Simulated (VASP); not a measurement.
# KBr (Fm-3m) in VASP: single point with PBE

Aim: the single point of KBr with PBE.

All numbers are computed with VASP 6.6.1; they aren't measurements. Logs are shortened: lines on timing, memory, paths and dates and some standing lists are left out, and cuts for length are marked.

### Step 1. The cell of the first run

It takes space group Fm-3m (No. 225, cubic). Conventional cell: a = 6.585 Å, b = 6.585 Å, c = 6.585 Å, α = 90.00°, β = 90.00°, γ = 90.00°. Within 4.3 Å of K (site symmetry m-3m) lie 6 Br at 3.29 Å. Br (site symmetry m-3m) has 6 K at 3.29 Å within 4.3 Å.

### Step 2. Single point, PBE, non-collinear spin, zero start, spin-orbit coupling

Input file INCAR:

```
SYSTEM = KBr
  PREC = Accurate
  ENCUT = 520
  EDIFF = 1E-6
  ISMEAR = -1
  SIGMA = 0.01
  LREAL = .FALSE.
  LASPH = .TRUE.
  NELM = 150
  ALGO = Normal
  ISIF = 2
  LWAVE = .FALSE.
  LCHARG = .FALSE.
  MAGMOM = 0 0 0 0 0 0
  LORBIT = 11
  LSORBIT = .TRUE.
  GGA_COMPAT = .FALSE.
  LORBMOM = .TRUE.
  GGA = PE
  NBANDS = 28
```

Input file KPOINTS:

```
Automatic mesh
0
G
  6 6 6
  0 0 0
```

Input file POSCAR:

```
KBr
1.0
    0.0000000000      3.2925000000      3.2925000000
    3.2925000000      0.0000000000      3.2925000000
    3.2925000000      3.2925000000      0.0000000000
K Br
1 1
Direct
    0.0000000000      0.0000000000      0.0000000000
    0.5000000000      0.5000000000      0.5000000000
```

Potentials or basis: VASP PAW PBE potentials, release 64 (K_sv, Br).

Launch:

```
$ cat potpaw_PBE.64/K_sv/POTCAR potpaw_PBE.64/Br/POTCAR > POTCAR
$ mpirun -np 1 vasp_ncl > vasp.out
```

OUTCAR:

```text
SYSTEM = KBr
   PREC = Accurate
   ENCUT = 520
   EDIFF = 1E-6
   ISMEAR = -1
   LREAL = .FALSE.
   LASPH = .TRUE.
   NELM = 150
   ISIF = 2
   LORBIT = 11
   LSORBIT = .TRUE.
   GGA = PE

 ion  position               nearest neighbor table
   1  0.000  0.000  0.000-   2 3.29   2 3.29   2 3.29   2 3.29   2 3.29   2 3.29
   2  0.500  0.500  0.500-   1 3.29   1 3.29   1 3.29   1 3.29   1 3.29   1 3.29

  LATTYP: Found a face centered cubic cell.
 ALAT       =     6.5850000000

  Lattice vectors:

 A1 = (   0.0000000000,   3.2925000000,   3.2925000000)
 A2 = (   3.2925000000,   0.0000000000,   3.2925000000)
 A3 = (   3.2925000000,   3.2925000000,   0.0000000000)

Analysis of symmetry for initial positions (statically):
=====================================================================
 Subroutine PRICEL returns:
 Original cell was already a primitive cell.

 Routine SETGRP: Setting up the symmetry group for a
 face centered cubic supercell.

 Subroutine GETGRP returns: Found 48 space group operations
 (whereof 48 operations were pure point group operations)
 out of a pool of 48 trial point group operations.

The static configuration has the point symmetry O_h .

Analysis of symmetry for dynamics (positions and initial velocities):
=====================================================================
 Subroutine PRICEL returns:
 Original cell was already a primitive cell.

 Routine SETGRP: Setting up the symmetry group for a
 face centered cubic supercell.

 Subroutine GETGRP returns: Found 48 space group operations
 (whereof 48 operations were pure point group operations)
 out of a pool of 48 trial point group operations.

The dynamic configuration has the point symmetry O_h .

Analysis of structural, dynamic, and magnetic symmetry:
=====================================================================
 Subroutine PRICEL returns:
 Original cell was already a primitive cell.

 Routine SETGRP: Setting up the symmetry group for a
 face centered cubic supercell.

 Subroutine GETGRP returns: Found 48 space group operations
 (whereof 48 operations were pure point group operations)
 out of a pool of 48 trial point group operations.

The overall configuration has the point symmetry O_h .

 Subroutine INISYM returns: Found 48 space group operations
 (whereof 48 operations are pure point group operations),
 and found     1 'primitive' translations

----------------------------------------------------------------------------------------

                                     Primitive cell

  volume of cell :      71.3851

  direct lattice vectors                    reciprocal lattice vectors
     0.000000000  3.292500000  3.292500000    -0.151860289  0.151860289  0.151860289
     3.292500000  0.000000000  3.292500000     0.151860289 -0.151860289  0.151860289
     3.292500000  3.292500000  0.000000000     0.151860289  0.151860289 -0.151860289

  length of vectors
     4.656298154  4.656298154  4.656298154     0.263029735  0.263029735  0.263029735

  position of ions in fractional coordinates (direct lattice)
     0.000000000  0.000000000  0.000000000
     0.500000000  0.500000000  0.500000000

  ion indices of the primitive-cell ions
   primitive index   ion index
                 1           1
                 2           2

----------------------------------------------------------------------------------------

 KPOINTS: Automatic mesh

Automatic generation of k-mesh.
 Grid dimensions read from file:
 generate k-points for:    6    6    6

 Generating k-lattice:

[... 86 lines left out ...]
 NGX is ok and might be reduce to    36
   NGX = 17   NGY = 17   NGZ = 17

 number of electron      15.9999998 magnetization      -0.0000000     -0.0000000     -0.0000000

 number of electron      15.9999998 magnetization       0.0000000      0.0000000      0.0000000

 number of electron      15.9999998 magnetization      -0.0000000      0.0000000     -0.0000000

 number of electron      15.9999998 magnetization       0.0000000     -0.0000000      0.0000000

 Free energy of the ion-electron system (eV)
  ---------------------------------------------------
  ext. energy  EPLUGINS =         0.00000000
  ---------------------------------------------------
  free energy    TOTEN  =        -6.24192248 eV

  energy without entropy =       -6.24192248  energy(sigma->0) =       -6.24192248

 E-fermi :  -1.2584     XC(G=0):  -7.3986

 val. band max:       -1.5539887349   @ k =   0.0000   0.0000   0.0000
 cond. band min:       2.7380289119   @ k =   0.0000   0.0000   0.0000
 fundamental gap:      4.2920176468
 Fermi energy:        -1.2583892535

 k-point     1 :       0.0000    0.0000    0.0000
  band No.  band energies     occupation
      1     -29.4794      1.00000
      2     -29.4794      1.00000
      3     -14.0133      1.00000
      4     -14.0133      1.00000
      5     -13.1346      1.00000
      6     -13.1346      1.00000
[... 485 lines left out ...]
     27       9.1024      0.00000
     28       9.1024      0.00000

------------------------ aborting loop because EDIFF is reached ----------------------------------------

  FORCE on cell =-STRESS in cart. coord.  units (eV):
  Direction    XX          YY          ZZ          XY          YZ          ZX
  --------------------------------------------------------------------------------------
  -------------------------------------------------------------------------------------
  Total        0.3892123      0.3892123      0.3892123      0.0000000     -0.0000000      0.0000000
  in kB        8.7355413      8.7355413      8.7355413      0.0000000     -0.0000000      0.0000000
  external PRESSURE =       8.7355413 kB  Pullay stress =       0.0000000 kB

 VOLUME and BASIS-vectors are now :
 -----------------------------------------------------------------------------
  energy-cutoff  :      520.00
  volume of cell :       71.39
      direct lattice vectors                 reciprocal lattice vectors
     0.000000000  3.292500000  3.292500000    -0.151860289  0.151860289  0.151860289
     3.292500000  0.000000000  3.292500000     0.151860289 -0.151860289  0.151860289
     3.292500000  3.292500000  0.000000000     0.151860289  0.151860289 -0.151860289

 POSITION                                       TOTAL-FORCE (eV/Angst)
 -----------------------------------------------------------------------------------
      0.00000      0.00000      0.00000        -0.000000     -0.000000     -0.000000
      3.29250      3.29250      3.29250         0.000000      0.000000      0.000000
 -----------------------------------------------------------------------------------
    total drift:                                0.000000      0.000000      0.000000

  FREE ENERGIE OF THE ION-ELECTRON SYSTEM (eV)
  ---------------------------------------------------
  free  energy   TOTEN  =        -6.2419224781 eV

  energy  without entropy=       -6.2419224781  energy(sigma->0) =       -6.24192248

 orbital moment (x)

 # of ion     p       d       tot
 ----------------------------------------
  1         0.000  -0.000  -0.000
  2         0.000  -0.000  -0.000
 ----------------------------------------
            0.000  -0.000  -0.000

 orbital moment (y)

 # of ion     p       d       tot
 ----------------------------------------
  1         0.000   0.000   0.000
  2         0.000  -0.000  -0.000
 ----------------------------------------
            0.000   0.000   0.000

 orbital moment (z)

 # of ion     p       d       tot
 ----------------------------------------
  1         0.000   0.000   0.000
  2         0.000   0.000   0.000
 ----------------------------------------
            0.000   0.000   0.000

 Spin-Orbit-Coupling matrix elements

 Ion:    1  E_soc:     -0.0081104
 l=   1
     0.0000000    -0.0013506    -0.0013506
    -0.0013506     0.0000000    -0.0013506
    -0.0013506    -0.0013506     0.0000000
 l=   2
     0.0000000     0.0000001     0.0000000     0.0000001    -0.0000013
     0.0000001     0.0000000    -0.0000009     0.0000001    -0.0000003
     0.0000000    -0.0000009     0.0000000    -0.0000009     0.0000000
     0.0000001     0.0000001    -0.0000009     0.0000000    -0.0000003
    -0.0000013    -0.0000003     0.0000000    -0.0000003     0.0000000
 l=   3
     0.0000000     0.0000000     0.0000000     0.0000000     0.0000000     0.0000000     0.0000000
     0.0000000     0.0000000     0.0000000     0.0000000     0.0000000     0.0000000     0.0000000
     0.0000000     0.0000000     0.0000000     0.0000000     0.0000000     0.0000000     0.0000000
     0.0000000     0.0000000     0.0000000     0.0000000     0.0000000     0.0000000     0.0000000
     0.0000000     0.0000000     0.0000000     0.0000000     0.0000000     0.0000000     0.0000000
     0.0000000     0.0000000     0.0000000     0.0000000     0.0000000     0.0000000     0.0000000
     0.0000000     0.0000000     0.0000000     0.0000000     0.0000000     0.0000000     0.0000000

 Ion:    2  E_soc:     -0.0508195
 l=   1
     0.0000000    -0.0084697    -0.0084697
    -0.0084697     0.0000000    -0.0084697
    -0.0084697    -0.0084697     0.0000000
 l=   2
     0.0000000    -0.0000001     0.0000000    -0.0000001    -0.0000002
    -0.0000001     0.0000000    -0.0000001    -0.0000001    -0.0000000
     0.0000000    -0.0000001     0.0000000    -0.0000001     0.0000000
    -0.0000001    -0.0000001    -0.0000001     0.0000000    -0.0000000
    -0.0000002    -0.0000000     0.0000000    -0.0000000     0.0000000
 l=   3
     0.0000000     0.0000000     0.0000000     0.0000000     0.0000000     0.0000000     0.0000000
     0.0000000     0.0000000     0.0000000     0.0000000     0.0000000     0.0000000     0.0000000
     0.0000000     0.0000000     0.0000000     0.0000000     0.0000000     0.0000000     0.0000000
     0.0000000     0.0000000     0.0000000     0.0000000     0.0000000     0.0000000     0.0000000
     0.0000000     0.0000000     0.0000000     0.0000000     0.0000000     0.0000000     0.0000000
     0.0000000     0.0000000     0.0000000     0.0000000     0.0000000     0.0000000     0.0000000
     0.0000000     0.0000000     0.0000000     0.0000000     0.0000000     0.0000000     0.0000000

 total charge

# of ion       s       p       d       tot
------------------------------------------
    1        1.958   5.582   0.025   7.564
    2        1.599   3.305   0.001   4.905
--------------------------------------------------
tot          3.557   8.886   0.026  12.469

 magnetization (x)

# of ion       s       p       d       tot
------------------------------------------
    1       -0.000   0.000   0.000  -0.000
    2        0.000   0.000  -0.000  -0.000
--------------------------------------------------
tot         -0.000   0.000  -0.000  -0.000

 magnetization (y)

# of ion       s       p       d       tot
------------------------------------------
    1       -0.000   0.000   0.000  -0.000
    2        0.000   0.000  -0.000   0.000
--------------------------------------------------
tot         -0.000   0.000  -0.000  -0.000

 magnetization (z)

# of ion       s       p       d       tot
------------------------------------------
    1        0.000   0.000   0.000   0.000
    2        0.000   0.000   0.000   0.000
--------------------------------------------------
tot          0.000   0.000   0.000   0.000
```

It took 2 min on 1 thread of Intel Xeon 8259CL, shared host; peak memory 0.4 GiB.

Results:

```
Free energy                                           : -6.2419 eV
Pressure                                              : 0.9 GPa
Net moment                                            : 0.00 μB per cell
Valence electrons inside the program's atomic spheres : K 7.56; Br 4.91
```

Moments on the atoms (μB; x, y, z):
```
K   0.00 0.00 0.00
Br  0.00 0.00 0.00
```
